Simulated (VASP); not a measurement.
# Mg3CdS2 (P6/mmm) in VASP: further runs

Mg3CdS2 is run at these levels: PBE; tasks: single point, relaxation of cell and atoms.

Everything below comes from runs of VASP 6.6.1. Logs are shortened: lines on timing, memory, paths and dates and some standing lists are left out, and cuts for length are marked.

### 1 The cell of the first run

Symmetry: P6/mmm, No. 191, hexagonal system. Conventional cell: a = 4.471 Å, b = 4.471 Å, c = 8.736 Å, α = 90.00°, β = 90.00°, γ = 120.00°. Mg (site symmetry -6m2) has 3 Cd at 2.58 Å and 3 Mg at 2.58 Å and 6 S at 3.43 Å within 3.5 Å. Within 2.8 Å of Mg (site symmetry 6/mmm) lie 2 S at 2.11 Å. Cd (site symmetry 6/mmm) has 2 S at 2.26 Å and 6 Mg at 2.58 Å within 3.0 Å. Within 2.8 Å of S (site symmetry 6mm) lie 1 Mg at 2.11 Å and 1 Cd at 2.26 Å.

The cell was built from a structure type or drawn by symmetry, and may not be a known phase.

### 2 Single point, PBE

INCAR reads:

```
SYSTEM = Mg3CdS2
PREC = Accurate ; ENCUT = 520
EDIFF = 1E-7 ; ISMEAR = 0
SIGMA = 0.1 ; LREAL = .FALSE.
LASPH = .TRUE. ; NELM = 60
ALGO = Normal ; ISIF = 2
LWAVE = .FALSE. ; LCHARG = .FALSE.
GGA = PE ; NBANDS = 24
```

KPOINTS reads:

```
regular mesh
0
G
  6 6 2
  0 0 0
```

POSCAR reads:

```
Mg3CdS2
1.0
    4.4705156700      0.0000000000      0.0000000000
   -2.2352578300      3.8715801400      0.0000000000
    0.0000000000      0.0000000000      8.7360987500
Mg Cd S
3 1 2
Direct
    0.3333333300      0.6666666700      0.5000000000
    0.6666666700      0.3333333300      0.5000000000
    0.0000000000      0.0000000000      0.0000000000
    0.0000000000      0.0000000000      0.5000000000
    0.0000000000      0.0000000000      0.2412058100
    0.0000000000      0.0000000000      0.7587941900
```

Potentials or basis: VASP PAW PBE potentials, release 64 (Mg, Cd, S).

On the command line:

```sh
cat potpaw_PBE.64/Mg/POTCAR potpaw_PBE.64/Cd/POTCAR potpaw_PBE.64/S/POTCAR > POTCAR
mpirun -np 1 vasp_std > vasp.out
```

OUTCAR:

```text
SYSTEM = Mg3CdS2
   PREC = Accurate
   ENCUT = 520
   EDIFF = 1E-7
   ISMEAR = 0
   LREAL = .FALSE.
   LASPH = .TRUE.
   NELM = 60
   ISIF = 2
   GGA = PE

 ion  position               nearest neighbor table
   1  0.333  0.667  0.500-   4 2.58   2 2.58   2 2.58   4 2.58   4 2.58   2 2.58
   2  0.667  0.333  0.500-   4 2.58   1 2.58   1 2.58   4 2.58   4 2.58   1 2.58
   3  0.000  0.000  0.000-   5 2.11   6 2.11
   4  0.000  0.000  0.500-   5 2.26   6 2.26   1 2.58   2 2.58   1 2.58   2 2.58   2 2.58   1 2.58

   5  0.000  0.000  0.241-   3 2.11   4 2.26
   6  0.000  0.000  0.759-   3 2.11   4 2.26

  LATTYP: Found a hexagonal cell.
 ALAT       =     4.4705156700
 C/A-ratio  =     1.9541590713

  Lattice vectors:

 A1 = (   4.4705156700,   0.0000000000,   0.0000000000)
 A2 = (  -2.2352578300,   3.8715801400,   0.0000000000)
 A3 = (   0.0000000000,   0.0000000000,   8.7360987500)

Analysis of symmetry for initial positions (statically):
=====================================================================
 Subroutine PRICEL returns:
 Original cell was already a primitive cell.

 Routine SETGRP: Setting up the symmetry group for a
 hexagonal supercell.

 Subroutine GETGRP returns: Found 24 space group operations
 (whereof 24 operations were pure point group operations)
 out of a pool of 24 trial point group operations.

The static configuration has the point symmetry D_6h.

Analysis of symmetry for dynamics (positions and initial velocities):
=====================================================================
 Subroutine PRICEL returns:
 Original cell was already a primitive cell.

 Routine SETGRP: Setting up the symmetry group for a
 hexagonal supercell.

 Subroutine GETGRP returns: Found 24 space group operations
 (whereof 24 operations were pure point group operations)
 out of a pool of 24 trial point group operations.

The dynamic configuration has the point symmetry D_6h.

 Subroutine INISYM returns: Found 24 space group operations
 (whereof 24 operations are pure point group operations),
 and found     1 'primitive' translations

----------------------------------------------------------------------------------------

                                     Primitive cell

  volume of cell :     151.2040

  direct lattice vectors                    reciprocal lattice vectors
     4.470515670  0.000000000  0.000000000     0.223687841  0.129146235  0.000000000
    -2.235257830  3.871580140  0.000000000     0.000000000  0.258292471  0.000000000
     0.000000000  0.000000000  8.736098750     0.000000000  0.000000000  0.114467571

  length of vectors
     4.470515670  4.470515669  8.736098750     0.258292471  0.258292471  0.114467571

  position of ions in fractional coordinates (direct lattice)
     0.333333330  0.666666670  0.500000000
     0.666666670  0.333333330  0.500000000
     0.000000000  0.000000000  0.000000000
     0.000000000  0.000000000  0.500000000
     0.000000000  0.000000000  0.241205810
     0.000000000  0.000000000  0.758794190

  ion indices of the primitive-cell ions
   primitive index   ion index
                 1           1
                 2           2
                 3           3
                 4           4
                 5           5
                 6           6

----------------------------------------------------------------------------------------

 KPOINTS: regular mesh

Automatic generation of k-mesh.
 Grid dimensions read from file:
 generate k-points for:    6    6    2

 Generating k-lattice:

  Cartesian coordinates                     Fractional coordinates (reciprocal lattice)
     0.037281307  0.021524373  0.000000000     0.166666667  0.000000000  0.000000000
     0.000000000  0.043048745  0.000000000     0.000000000  0.166666667  0.000000000
     0.000000000  0.000000000  0.057233785     0.000000000  0.000000000  0.500000000

  Length of vectors
     0.043048745  0.043048745  0.057233785

  Shift w.r.t. Gamma in fractional coordinates (k-lattice)
     0.000000000  0.000000000  0.000000000

 Subroutine IBZKPT returns following result:
 ===========================================

 Found     14 irreducible k-points:

 Following reciprocal coordinates:
            Coordinates               Weight
  0.000000  0.000000  0.000000      1.000000
  0.166667 -0.000000  0.000000      6.000000
  0.333333  0.000000  0.000000      6.000000
  0.500000 -0.000000  0.000000      3.000000
  0.166667  0.166667  0.000000      6.000000
  0.333333  0.166667  0.000000     12.000000
  0.333333  0.333333  0.000000      2.000000
  0.000000  0.000000  0.500000      1.000000
  0.166667 -0.000000  0.500000      6.000000
  0.333333  0.000000  0.500000      6.000000
  0.500000 -0.000000  0.500000      3.000000
  0.166667  0.166667  0.500000      6.000000
  0.333333  0.166667  0.500000     12.000000
  0.333333  0.333333  0.500000      2.000000
   k-points           NKPTS =     14   k-points in BZ     NKDIM =     14   number of bands    NBANDS=     24
   number of dos      NEDOS =    301   number of ions     NIONS =      6
   total plane-waves  NPLWV =  90720
   dimension x,y,z NGX =    36 NGY =   36 NGZ =   70
   dimension x,y,z NGXF=    72 NGYF=   72 NGZF=  140
   ions per type =               3   1   2
   NGX,Y,Z   is equivalent  to a cutoff of  13.39, 13.39, 13.32 a.u.
   NGXF,Y,Z  is equivalent  to a cutoff of  26.77, 26.77, 26.64 a.u.
 SYSTEM =  Mg3CdS2
   PREC   = accura    normal or accurate (medium, high low for compatibility)
   ISTART =      0    job   : 0-new  1-cont  2-samecut
   ICHARG =      2    charge: 1-file 2-atom 10-const
   ISPIN  =      1    spin polarized calculation?
   LNONCOLLINEAR =      F non collinear calculations
   LSORBIT =      F    spin-orbit coupling
   LASPH  =      T    aspherical Exc in radial PAW
   ENCUT  =  520.0 eV  38.22 Ry    6.18 a.u.   8.31  8.31 16.24*2*pi/ulx,y,z
   NELM   =     60;   NELMIN=  2; NELMDL= -5     # of ELM steps
   EDIFF  = 0.1E-06   stopping-criterion for ELM
   LREAL  =      F    real-space projection
   EDIFFG = 0.1E-05   stopping-criterion for IOM
   NSW    =      0    number of steps for IOM
   IBRION =     -1    ionic relax: 0-MD 1-quasi-New 2-CG
   NFREE  =      0    steps in history (QN), initial steepest desc. (CG)
   ISIF   =      2    stress and relaxation
   ISYM   =      2    0-nonsym 1-usesym 2-fastsym
   POTIM  = 0.5000    time-step for ionic-motion
   TEBEG  =    0.0;   TEEND  =   0.0 temperature during run
   PSTRESS=    0.0 pullay stress
   NELECT =      30.0000    total number of electrons
   NUPDOWN=      -1.0000    fix difference up-down
   EMIN   =  10.00;   EMAX   =-10.00  energy-range for DOS
   EFERMI =   0.00;   METHOD = LEGACY
   ISMEAR =     0;   SIGMA  =   0.10  broadening in eV -4-tet -1-fermi 0-gaus
   EFERMI_NEDOS =   21; number of points for ismear=-14 and -15
   IALGO  =     38    algorithm
   IMIX   =      4    mixing-type and parameters
     AMIX     =   0.40;   BMIX     =  1.00
     AMIX_MAG =   1.60;   BMIX_MAG =  1.00
  volume/ion in A,a.u.               =      25.20       170.06
  Fermi-wavevector in a.u.,A,eV,Ry     =   0.954833  1.804373 12.404515  0.911706
  Thomas-Fermi vector in A             =   2.083616
   LORBIT       =      0    0 simple, 1 ext, 2 COOP (PROOUT), +10 PAW based schemes
   GGA     = PE    functional components
   LHFCALC =     F    Hartree Fock is set to
   AEXX    =    0.0000 exact exchange contribution
   IVDW    =     0    specifies the selected vdW correction
   LEPSILON=     F    determine dielectric tensor
   LRPA    =     F    only Hartree local field effects (RPA)
 non-spin polarized calculation
 Gauss-broadening in eV      SIGMA  =   0.10
  energy-cutoff  :      520.00
  volume of cell :      151.20
 maximum number of plane-waves:      4100
 NGX is ok and might be reduce to    36
   NGX = 17   NGY = 17   NGZ = 33

 number of electron      30.0000002 magnetization

 Free energy of the ion-electron system (eV)
  ---------------------------------------------------
  ext. energy  EPLUGINS =         0.00000000
  ---------------------------------------------------
  free energy    TOTEN  =       -10.11035586 eV

  energy without entropy =      -10.09807528  energy(sigma->0) =      -10.10421557

 E-fermi :   2.3584     XC(G=0):  -8.0731

 val. band max:        2.3328039255   @ k =   0.1667   0.1667   0.5000
 cond. band min:       2.4076396270   @ k =   0.3333   0.0000   0.5000
 fundamental gap:      0.0748357016
 Fermi energy:         2.3583578010

 k-point     1 :       0.0000    0.0000    0.0000
  band No.  band energies     occupation
      1     -11.3849      2.00000
      2     -10.4695      2.00000
      3      -8.0407      2.00000
      4      -8.0384      2.00000
      5      -8.0384      2.00000
      6      -7.8236      2.00000
[... 16 lines left out ...]
     23       8.6093      0.00000
     24       8.6093      0.00000

 k-point     2 :       0.1667   -0.0000    0.0000
  band No.  band energies     occupation
      1     -11.3551      2.00000
      2     -10.4361      2.00000
      3      -8.0550      2.00000
      4      -8.0124      2.00000
      5      -7.9644      2.00000
      6      -7.8400      2.00000
[... 16 lines left out ...]
     23       8.1305      0.00000
     24       8.8351      0.00000

 k-point     3 :       0.3333    0.0000    0.0000
  band No.  band energies     occupation
      1     -11.2951      2.00000
      2     -10.3672      2.00000
      3      -8.0882      2.00000
      4      -7.9590      2.00000
      5      -7.8739      2.00000
      6      -7.8372      2.00000
[... 16 lines left out ...]
     23       8.6009      0.00000
     24       8.9318      0.00000
[... 244 lines left out ...]
 k-point    13 :       0.3333    0.1667    0.5000
  band No.  band energies     occupation
      1     -11.1896      2.00000
      2     -10.4687      2.00000
      3      -8.0673      2.00000
      4      -7.9633      2.00000
      5      -7.8831      2.00000
      6      -7.8501      2.00000
[... 16 lines left out ...]
     23       7.9197      0.00000
     24       9.0140      0.00000

 k-point    14 :       0.3333    0.3333    0.5000
  band No.  band energies     occupation
      1     -11.1754      2.00000
      2     -10.4498      2.00000
      3      -8.0088      2.00000
      4      -8.0088      2.00000
      5      -7.8720      2.00000
      6      -7.8720      2.00000
[... 16 lines left out ...]
     23       7.7372      0.00000
     24       7.7372      0.00000

------------------------ aborting loop because EDIFF is reached ----------------------------------------

  FORCE on cell =-STRESS in cart. coord.  units (eV):
  Direction    XX          YY          ZZ          XY          YZ          ZX
  --------------------------------------------------------------------------------------
  -------------------------------------------------------------------------------------
  Total       14.9703481     14.9703481     25.7265996      0.0000000      0.0000000     -0.0000000
  in kB      158.6277158    158.6277160    272.6023279      0.0000002      0.0000000     -0.0000000
  external PRESSURE =     196.6192532 kB  Pullay stress =       0.0000000 kB

 VOLUME and BASIS-vectors are now :
 -----------------------------------------------------------------------------
  energy-cutoff  :      520.00
  volume of cell :      151.20
      direct lattice vectors                 reciprocal lattice vectors
     4.470515670  0.000000000  0.000000000     0.223687841  0.129146235  0.000000000
    -2.235257830  3.871580140  0.000000000     0.000000000  0.258292471  0.000000000
     0.000000000  0.000000000  8.736098750     0.000000000  0.000000000  0.114467571

 POSITION                                       TOTAL-FORCE (eV/Angst)
 -----------------------------------------------------------------------------------
     -0.00000      2.58105      4.36805         0.000000      0.000000      0.000000
      2.23526      1.29053      4.36805         0.000000     -0.000000      0.000000
      0.00000      0.00000      0.00000        -0.000000     -0.000000      0.000000
      0.00000      0.00000      4.36805        -0.000000     -0.000000      0.000000
      0.00000      0.00000      2.10720        -0.000000      0.000000     -1.040336
      0.00000      0.00000      6.62890         0.000000     -0.000000      1.040336
 -----------------------------------------------------------------------------------
    total drift:                                0.000000      0.000000      0.000000

  FREE ENERGIE OF THE ION-ELECTRON SYSTEM (eV)
  ---------------------------------------------------
  free  energy   TOTEN  =       -10.1103558591 eV

  energy  without entropy=      -10.0980752823  energy(sigma->0) =      -10.10421557
```

It took 2 min on 1 thread of Intel Xeon 8259CL, shared host; peak memory 0.31 GiB.

What came out:

| Property | Result |
| --- | --- |
| Free energy | -10.1104 eV |
| Pressure | 19.7 GPa |
| Largest force | 1.040 eV/Å |
| Band gap on the k mesh | zero (bands 15 and 16 overlap by 1.62 eV) |

Forces in eV/Å, atoms in the order of the input:
```
Mg   0.000  0.000  0.000
Mg   0.000  0.000  0.000
Mg   0.000  0.000  0.000
Cd   0.000  0.000  0.000
S    0.000  0.000 -1.040
S    0.000  0.000  1.040
```

Stress tensor (GPa, compression positive):
```
15.86  0.00  0.00
 0.00 15.86  0.00
 0.00  0.00 27.26
```

Levels at points of the mesh, in eV from the Fermi level:
```
           k point  band 12  band 13  band 14  band 15  band 16  band 17  band 18  band 19
(0.00, 0.00, 0.00)    -2.07    -1.75    -1.75     1.36     1.71     1.71     1.76     2.64
(0.50, 0.00, 0.00)    -3.03    -2.03    -2.01    -0.84     0.16     2.01     2.67     3.05
(0.00, 0.00, 0.50)    -1.86    -1.86    -0.86     0.16     1.86     1.86     2.64     2.65
(0.50, 0.00, 0.50)    -3.02    -2.15    -1.62    -0.12     0.31     1.81     2.21     2.50
```

Caveat: the cell stands under pressure; forces of over 1 eV/Å act on the atoms, so gaps and moduli don't describe the material at rest.

### 3 Single point, PBE

This run uses another cell than the first one, of 37.71 Å³/atom.

INCAR reads:

```
SYSTEM = Mg3CdS2
PREC = Accurate
ENCUT = 520
EDIFF = 1E-6
ISMEAR = 0
SIGMA = 0.1
LREAL = .FALSE.
LASPH = .TRUE.
NELM = 60
ALGO = Normal
ISIF = 2
LWAVE = .FALSE.
LCHARG = .FALSE.
GGA = PE
NBANDS = 24
```

KPOINTS reads:

```
Automatic mesh
0
G
  6 6 2
  0 0 0
```

POSCAR reads:

```
Mg3CdS2
1.0
    5.2275643557     -0.0000000034      0.0000000000
   -2.6137821749      4.5272035337      0.0000000000
    0.0000000000      0.0000000000      9.5595033064
Mg Cd S
3 1 2
Direct
    0.3333333333      0.6666666667      0.5000000000
    0.6666666667      0.3333333333      0.5000000000
    0.0000000000      0.0000000000      0.0000000000
    0.0000000000      0.0000000000      0.5000000000
    0.0000000000      0.0000000000      0.2368546797
    0.0000000000      0.0000000000      0.7631453203
```

Potentials or basis: VASP PAW PBE potentials, release 64 (Mg, Cd, S).

On the command line:

```sh
cat potpaw_PBE.64/Mg/POTCAR potpaw_PBE.64/Cd/POTCAR potpaw_PBE.64/S/POTCAR > POTCAR
mpirun -np 1 vasp_std > vasp.out
```

It took 2.7 min on 1 thread of Intel Xeon 8259CL, shared host; peak memory 0.37 GiB.

Results (log left out):

* Free energy: -13.2436 eV
* Pressure: 0.2 GPa
* Largest force: 0.041 eV/Å
* Band gap on the k mesh: zero (bands 15 and 16 overlap by 2.28 eV)

Forces in eV/Å, atoms in the order of the input:
```
Mg   0.000  0.000  0.000
Mg   0.000  0.000  0.000
Mg   0.000  0.000  0.000
Cd   0.000  0.000  0.000
S    0.000  0.000 -0.041
S    0.000  0.000  0.041
```

Levels at points of the mesh, in eV from the Fermi level:
```
           k point  band 11  band 12  band 13  band 14  band 15  band 16  band 17  band 18  band 19  band 20
(0.00, 0.00, 0.00)    -1.47    -1.47    -0.99    -0.99     1.71     1.82     1.82     1.93     2.11     2.11
(0.50, 0.00, 0.00)    -1.79    -1.57    -1.11    -1.10    -1.07     0.45     1.28     3.28     3.34     3.38
(0.00, 0.00, 0.50)    -1.38    -1.19    -1.11    -1.11     0.88     1.93     1.93     2.11     2.11     2.94
(0.50, 0.00, 0.50)    -1.77    -1.72    -1.24    -0.81    -0.52     0.56     1.75     2.46     2.73     3.82
```

### 4 Relaxation of cell and atoms, PBE

INCAR reads:

```
PREC     = Accurate       # precision mode
ENCUT    = 600            # plane-wave cutoff, eV
EDIFF    = 1E-6           # SCF threshold, eV
ISMEAR   = 0              # smearing method
SIGMA    = 0.1            # smearing width, eV
LREAL    = False          # projectors in reciprocal space
LASPH    = True           # aspherical terms in the spheres
NELM     = 100            # most SCF steps
ALGO     = Normal         # electronic algorithm
ISIF     = 3              # what is computed and relaxed
LWAVE    = False          # write WAVECAR
LCHARG   = False          # write CHGCAR
GGA      = PE             # functional
IBRION   = 2              # ionic algorithm
NSW      = 90             # ionic steps
EDIFFG   = -0.04          # ionic threshold
```

KPOINTS reads:

```
regular mesh
0
Gamma
  6 6 2
```

POSCAR reads:

```
Mg3CdS2
1.0
    4.4705156700      0.0000000000      0.0000000000
   -2.2352578300      3.8715801400      0.0000000000
    0.0000000000      0.0000000000      8.7360987500
Mg Cd S
3 1 2
Direct
    0.3333333300      0.6666666700      0.5000000000
    0.6666666700      0.3333333300      0.5000000000
    0.0000000000      0.0000000000      0.0000000000
    0.0000000000      0.0000000000      0.5000000000
    0.0000000000      0.0000000000      0.2412058100
    0.0000000000      0.0000000000      0.7587941900
```

On the command line:

```sh
cat potpaw_PBE.64/Mg/POTCAR potpaw_PBE.64/Cd/POTCAR potpaw_PBE.64/S/POTCAR > POTCAR
mpirun -np 1 vasp_std > vasp.out
```

Wall time 9.5 min (1 thread of Intel Xeon 8259CL, shared host); peak memory 0.33 GiB.

The run converged. Its results:

* Free energy: -13.2351 eV
* Relaxed volume: 38.02 Å³/atom
* Relaxed cell: a = 5.246 Å, b = 5.246 Å, c = 9.572 Å, α = 90.00°, β = 90.00°, γ = 120.00°
* Space group after relaxing (to 0.1 Å): P6/mmm (No. 191)
* Energy gained by relaxing: 520.7 meV/atom
* Ionic steps: 9
* Pressure after relaxing: 0.0 GPa
* Largest force after relaxing: 0.020 eV/Å
* Band gap on the k mesh: zero (bands 15 and 16 overlap by 2.30 eV)

Forces in eV/Å, atoms in the order of the input:
```
Mg   0.000  0.000  0.000
Mg   0.000  0.000  0.000
Mg   0.000  0.000  0.000
Cd   0.000  0.000  0.000
S    0.000  0.000  0.020
S    0.000  0.000 -0.020
```

Stress tensor (GPa, compression positive):
```
 0.01  0.00  0.00
 0.00  0.01  0.00
 0.00  0.00 -0.07
```

The path:
| step | energy change (eV) | largest force (eV/Å) | pressure (GPa) | volume (Å³) |
| --- | --- | --- | --- | --- |
| 1 | 0.0000 | 1.0403 | 19.68 | 151.20 |
| 2 | -2.3969 | 0.6861 | -1.85 | 229.15 |
| 3 | -2.6360 | 0.5396 | 1.20 | 202.56 |
| 4 | -3.0462 | 0.1279 | 0.68 | 214.46 |
| 5 | -3.0885 | 0.6155 | 0.78 | 220.88 |
| 6 | -3.0902 | 0.5417 | 0.76 | 220.01 |
| 7 | -3.1198 | 0.1212 | -0.12 | 227.55 |
| 8 | -3.1199 | 0.1029 | -0.16 | 227.92 |
| 9 | -3.1241 | 0.0204 | -0.02 | 228.11 |

Final structure:
```
Mg Cd S
1.0
     5.24571    0.00000    0.00000
    -2.62286    4.54292    0.00000
     0.00000    0.00000    9.57210
Mg Cd S
3 1 2
Direct
  0.33333 0.66667 0.50000
  0.66667 0.33333 0.50000
  0.00000 0.00000 0.00000
  0.00000 0.00000 0.50000
  0.00000 0.00000 0.23643
  0.00000 0.00000 0.76357
```

Levels at points of the mesh, in eV from the Fermi level:
| k point | band 11 | band 12 | band 13 | band 14 | band 15 | band 16 | band 17 | band 18 | band 19 |
| --- | --- | --- | --- | --- | --- | --- | --- | --- | --- |
| (0.00, 0.00, 0.00) | -1.45 | -1.45 | -0.97 | -0.97 | 1.71 | 1.82 | 1.82 | 1.94 | 2.10 |
| (0.50, 0.00, 0.00) | -1.76 | -1.54 | -1.12 | -1.08 | -1.05 | 0.45 | 1.26 | 3.33 | 3.38 |
| (0.00, 0.00, 0.50) | -1.36 | -1.20 | -1.09 | -1.09 | 0.90 | 1.93 | 1.93 | 2.10 | 2.10 |
| (0.50, 0.00, 0.50) | -1.75 | -1.69 | -1.22 | -0.79 | -0.53 | 0.56 | 1.73 | 2.47 | 2.75 |

Caveat: the volume moved by over 15 % at a fixed basis, so the end points are rough.

[end of part 1 of 2]
